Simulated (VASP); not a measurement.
# Be (P6_3/mmc) in VASP: notebook, part 2 of 3

VASP 6.6.1. The steps go on from the part before.

## Step 3: Single point, LDA

This run uses another cell than the first one, of 8.11 Å³/atom.

Contents of INCAR:

```
PREC = Accurate
ENCUT = 520
EDIFF = 1E-6
ISMEAR = -1
SIGMA = 0.05
LREAL = False
LASPH = True
NELM = 60
ALGO = Normal
ISIF = 2
LWAVE = False
LCHARG = False
GGA = CA
NBANDS = 9
```

Contents of KPOINTS:

```
Automatic mesh
0
Gamma
  13 13 8
```

Contents of POSCAR:

```
Be
1.0
    2.2853000000      0.0000000000      0.0000000000
   -1.1426500000      1.9791278553      0.0000000000
    0.0000000000      0.0000000000      3.5842000000
Be
2
Direct
    0.6666666667      0.3333333333      0.7500000000
    0.3333333333      0.6666666667      0.2500000000
```

Potentials or basis: VASP PAW LDA potentials, release 64 (Be).

On the command line:

```sh
cat potpaw_LDA.64/Be/POTCAR > POTCAR
mpirun -np 1 vasp_std > vasp.out
```

OUTCAR:

```text
PREC = Accurate
   ENCUT = 520
   EDIFF = 1E-6
   ISMEAR = -1
   LREAL = False
   LASPH = True
   NELM = 60
   ISIF = 2
   GGA = CA

 ion  position               nearest neighbor table
   1  0.667  0.333  0.750-   2 2.23   2 2.23   2 2.23   2 2.23   2 2.23   2 2.23
   2  0.333  0.667  0.250-   1 2.23   1 2.23   1 2.23   1 2.23   1 2.23   1 2.23

  LATTYP: Found a hexagonal cell.
 ALAT       =     2.2853000000
 C/A-ratio  =     1.5683717674

  Lattice vectors:

 A1 = (   2.2853000000,   0.0000000000,   0.0000000000)
 A2 = (  -1.1426500000,   1.9791278553,   0.0000000000)
 A3 = (   0.0000000000,   0.0000000000,   3.5842000000)

Analysis of symmetry for initial positions (statically):
=====================================================================
 Subroutine PRICEL returns:
 Original cell was already a primitive cell.

 Routine SETGRP: Setting up the symmetry group for a
 hexagonal supercell.

 Subroutine GETGRP returns: Found 24 space group operations
 (whereof 12 operations were pure point group operations)
 out of a pool of 24 trial point group operations.

The static configuration has the point symmetry D_3d.
 The point group associated with its full space group is D_6h.

Analysis of symmetry for dynamics (positions and initial velocities):
=====================================================================
 Subroutine PRICEL returns:
 Original cell was already a primitive cell.

 Routine SETGRP: Setting up the symmetry group for a
 hexagonal supercell.

 Subroutine GETGRP returns: Found 24 space group operations
 (whereof 12 operations were pure point group operations)
 out of a pool of 24 trial point group operations.

The dynamic configuration has the point symmetry D_3d.
 The point group associated with its full space group is D_6h.

 Subroutine INISYM returns: Found 24 space group operations
 (whereof 12 operations are pure point group operations),
 and found     1 'primitive' translations

----------------------------------------------------------------------------------------

                                     Primitive cell

  volume of cell :      16.2110

  direct lattice vectors                    reciprocal lattice vectors
     2.285300000  0.000000000  0.000000000     0.437579311  0.252636533  0.000000000
    -1.142650000  1.979127855  0.000000000     0.000000000  0.505273066  0.000000000
     0.000000000  0.000000000  3.584200000     0.000000000  0.000000000  0.279002288

  length of vectors
     2.285300000  2.285300000  3.584200000     0.505273066  0.505273066  0.279002288

  position of ions in fractional coordinates (direct lattice)
     0.666666667  0.333333333  0.750000000
     0.333333333  0.666666667  0.250000000

  ion indices of the primitive-cell ions
   primitive index   ion index
                 1           1
                 2           2

----------------------------------------------------------------------------------------

 KPOINTS: Automatic mesh

Automatic generation of k-mesh.
 Grid dimensions read from file:
 generate k-points for:   13   13    8

 Generating k-lattice:

  Cartesian coordinates                     Fractional coordinates (reciprocal lattice)
     0.033659947  0.019433579  0.000000000     0.076923077  0.000000000  0.000000000
     0.000000000  0.038867159  0.000000000     0.000000000  0.076923077  0.000000000
     0.000000000  0.000000000  0.034875286     0.000000000  0.000000000  0.125000000

  Length of vectors
     0.038867159  0.038867159  0.034875286

  Shift w.r.t. Gamma in fractional coordinates (k-lattice)
     0.000000000  0.000000000  0.000000000

 Subroutine IBZKPT returns following result:
 ===========================================

 Found    105 irreducible k-points:

 Following reciprocal coordinates:
            Coordinates               Weight
  0.000000  0.000000  0.000000      1.000000
  0.076923  0.000000  0.000000      6.000000
  0.153846  0.000000  0.000000      6.000000
  0.230769  0.000000  0.000000      6.000000
  0.307692  0.000000  0.000000      6.000000
  0.384615  0.000000  0.000000      6.000000
[... 16 lines left out ...]
  0.076923  0.000000  0.125000     12.000000
  0.153846  0.000000  0.125000     12.000000
 [... further k-points ...]
   k-points           NKPTS =    105   k-points in BZ     NKDIM =    105   number of bands    NBANDS=      9
   number of dos      NEDOS =    301   number of ions     NIONS =      2
   total plane-waves  NPLWV =   9072
   dimension x,y,z NGX =    18 NGY =   18 NGZ =   28
   dimension x,y,z NGXF=    36 NGYF=   36 NGZF=   56
   ions per type =               2
   NGX,Y,Z   is equivalent  to a cutoff of  13.09, 13.09, 12.99 a.u.
   NGXF,Y,Z  is equivalent  to a cutoff of  26.19, 26.19, 25.97 a.u.
 SYSTEM =  unknown system
   PREC   = accura    normal or accurate (medium, high low for compatibility)
   ISTART =      0    job   : 0-new  1-cont  2-samecut
   ICHARG =      2    charge: 1-file 2-atom 10-const
   ISPIN  =      1    spin polarized calculation?
   LNONCOLLINEAR =      F non collinear calculations
   LSORBIT =      F    spin-orbit coupling
   LASPH  =      T    aspherical Exc in radial PAW
   ENCUT  =  520.0 eV  38.22 Ry    6.18 a.u.   4.25  4.25  6.66*2*pi/ulx,y,z
   NELM   =     60;   NELMIN=  2; NELMDL= -5     # of ELM steps
   EDIFF  = 0.1E-05   stopping-criterion for ELM
   LREAL  =      F    real-space projection
   EDIFFG = 0.1E-04   stopping-criterion for IOM
   NSW    =      0    number of steps for IOM
   IBRION =     -1    ionic relax: 0-MD 1-quasi-New 2-CG
   NFREE  =      0    steps in history (QN), initial steepest desc. (CG)
   ISIF   =      2    stress and relaxation
   ISYM   =      2    0-nonsym 1-usesym 2-fastsym
   POTIM  = 0.5000    time-step for ionic-motion
   TEBEG  =    0.0;   TEEND  =   0.0 temperature during run
   PSTRESS=    0.0 pullay stress
   NELECT =       4.0000    total number of electrons
   NUPDOWN=      -1.0000    fix difference up-down
   EMIN   =  10.00;   EMAX   =-10.00  energy-range for DOS
   EFERMI =   0.00;   METHOD = LEGACY
   ISMEAR =    -1;   SIGMA  =   0.05  broadening in eV -4-tet -1-fermi 0-gaus
   EFERMI_NEDOS =   21; number of points for ismear=-14 and -15
   IALGO  =     38    algorithm
   IMIX   =      4    mixing-type and parameters
     AMIX     =   0.40;   BMIX     =  1.00
     AMIX_MAG =   1.60;   BMIX_MAG =  1.00
  volume/ion in A,a.u.               =       8.11        54.70
  Fermi-wavevector in a.u.,A,eV,Ry     =   1.026814  1.940397 14.345258  1.054347
  Thomas-Fermi vector in A             =   2.160726
   LORBIT       =      0    0 simple, 1 ext, 2 COOP (PROOUT), +10 PAW based schemes
   GGA     = CA    functional components
   LHFCALC =     F    Hartree Fock is set to
   AEXX    =    0.0000 exact exchange contribution
   IVDW    =     0    specifies the selected vdW correction
   LEPSILON=     F    determine dielectric tensor
   LRPA    =     F    only Hartree local field effects (RPA)
 non-spin polarized calculation
  energy-cutoff  :      520.00
  volume of cell :       16.21
 maximum number of plane-waves:       454
 NGX is ok and might be reduce to    18
   NGX =  9   NGY =  9   NGZ = 13

 number of electron       4.0000000 magnetization

 Free energy of the ion-electron system (eV)
  ---------------------------------------------------
  ext. energy  EPLUGINS =         0.00000000
  ---------------------------------------------------
  free energy    TOTEN  =        -8.38982070 eV

  energy without entropy =       -8.38874796  energy(sigma->0) =       -8.38928433

 E-fermi :   6.4170     XC(G=0): -10.5395

 val. band max:        6.3466266601   @ k =   0.2308   0.1538   0.0000
 cond. band min:       6.4875548944   @ k =   0.3077   0.1538   0.0000
 fundamental gap:      0.1409282344
 Fermi energy:         6.4170483648

 k-point     1 :       0.0000    0.0000    0.0000
  band No.  band energies     occupation
      1      -4.4948      2.00000
      2       2.2601      2.00000
      3       7.7823      0.00000
      4      21.9202      0.00000
      5      21.9202      0.00000
      6      24.7233      0.00000
      7      24.7233      0.00000
      8      26.7939      0.00000
      9      33.3397      0.00000
[... 265 lines left out ...]
 k-point    24 :       0.1538    0.0000    0.1250
  band No.  band energies     occupation
      1      -3.6994      2.00000
      2       2.3316      2.00000
      3       9.0288      0.00000
      4      18.0833      0.00000
      5      19.6141      0.00000
      6      23.9747      0.00000
      7      24.7936      0.00000
      8      24.8323      0.00000
      9      28.3008      0.00000

 [... further k-points ...]
[... 5 lines left out ...]
  --------------------------------------------------------------------------------------
  -------------------------------------------------------------------------------------
  Total       -0.7536664     -0.7536664     -0.8716012      0.0000000     -0.0000000      0.0000000
  in kB      -74.4869909    -74.4869909    -86.1428232      0.0000000     -0.0000000      0.0000000
  external PRESSURE =     -78.3722683 kB  Pullay stress =       0.0000000 kB

 VOLUME and BASIS-vectors are now :
 -----------------------------------------------------------------------------
  energy-cutoff  :      520.00
  volume of cell :       16.21
      direct lattice vectors                 reciprocal lattice vectors
     2.285300000  0.000000000  0.000000000     0.437579311  0.252636533  0.000000000
    -1.142650000  1.979127855  0.000000000     0.000000000  0.505273066  0.000000000
     0.000000000  0.000000000  3.584200000     0.000000000  0.000000000  0.279002288

 POSITION                                       TOTAL-FORCE (eV/Angst)
 -----------------------------------------------------------------------------------
      1.14265      0.65971      2.68815        -0.000000     -0.000000      0.000000
     -0.00000      1.31942      0.89605         0.000000      0.000000      0.000000
 -----------------------------------------------------------------------------------
    total drift:                                0.000000     -0.000000      0.000000

  FREE ENERGIE OF THE ION-ELECTRON SYSTEM (eV)
  ---------------------------------------------------
  free  energy   TOTEN  =        -8.3898206997 eV

  energy  without entropy=       -8.3887479620  energy(sigma->0) =       -8.38928433
```

OSZICAR:

```text
N       E                     dE             d eps       ncg     rms          rms(c)
DAV:   1    -0.424310042575E+01   -0.42431E+01   -0.18072E+03  1914   0.363E+02
DAV:   2    -0.837555791590E+01   -0.41325E+01   -0.40607E+01  2829   0.459E+01
DAV:   3    -0.843492398366E+01   -0.59366E-01   -0.56722E-01  2094   0.357E+00
DAV:   4    -0.843500921583E+01   -0.85232E-04   -0.85231E-04  2294   0.111E-01
DAV:   5    -0.843500922293E+01   -0.70967E-08   -0.73738E-08  2027   0.131E-03    0.120E+00
DAV:   6    -0.840430591675E+01    0.30703E-01   -0.20659E-03  2148   0.276E-01    0.722E-01
DAV:   7    -0.838982878526E+01    0.14477E-01   -0.35751E-03  2259   0.354E-01    0.172E-02
DAV:   8    -0.838982153849E+01    0.72468E-05   -0.11256E-05  2056   0.264E-02    0.489E-03
DAV:   9    -0.838982069967E+01    0.83882E-06   -0.44229E-07  1897   0.509E-03
   1 F= -.83898207E+01 E0= -.83892843E+01  d E =-.107274E-02
```

It took 16 s on 1 thread of Intel Xeon 8259CL, shared host; peak memory 0.12 GiB.

Results:

- Free energy: -8.3898 eV
- Pressure: -7.8 GPa
- Band gap on the k mesh: zero (bands 2 and 3 overlap by 1.59 eV)

Stress tensor (GPa, compression positive):
```
-7.45  0.00  0.00
 0.00 -7.45  0.00
 0.00  0.00 -8.61
```

Caveat: the cell stands under tension.

(Part 2 of 3 ends here.)
